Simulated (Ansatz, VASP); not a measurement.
# KF: VASP beside Ansatz

```
K F
1.0
     0.00000    2.63193    2.63193
     2.63193    0.00000    2.63193
     2.63193    2.63193    0.00000
K F
1 1
Direct
  0.00000 0.00000 0.00000
  0.50000 0.50000 0.50000
```

Alike in both runs: task single point; functional r2SCAN; k mesh 8 × 8 × 8; occupations gaussian, width 0.02 eV; no spin polarisation.

|  | VASP | Ansatz |
| --- | --- | --- |
| version | VASP 6.6.1 | Ansatz 0.2.0 |
| potentials or method | VASP PAW PBE potentials, release 64 (K_sv, F), cutoff 520 eV | scalar-relativistic, plane waves, PAW |
| valence electrons in the cell | 16 | 16 |

```tsv
	VASP	Ansatz	Ansatz less VASP
gap on the k mesh at the Fermi level (eV)	7.08	7.08	0.000
least direct gap on the mesh (eV)	7.08	7.08	0.000
pressure (GPa)	1.2	1.2	+0.02
```

VASP's potentials were made for PBE, not for r2SCAN. With one functional, cell and mesh, what is left measures potentials, basis and numerics.
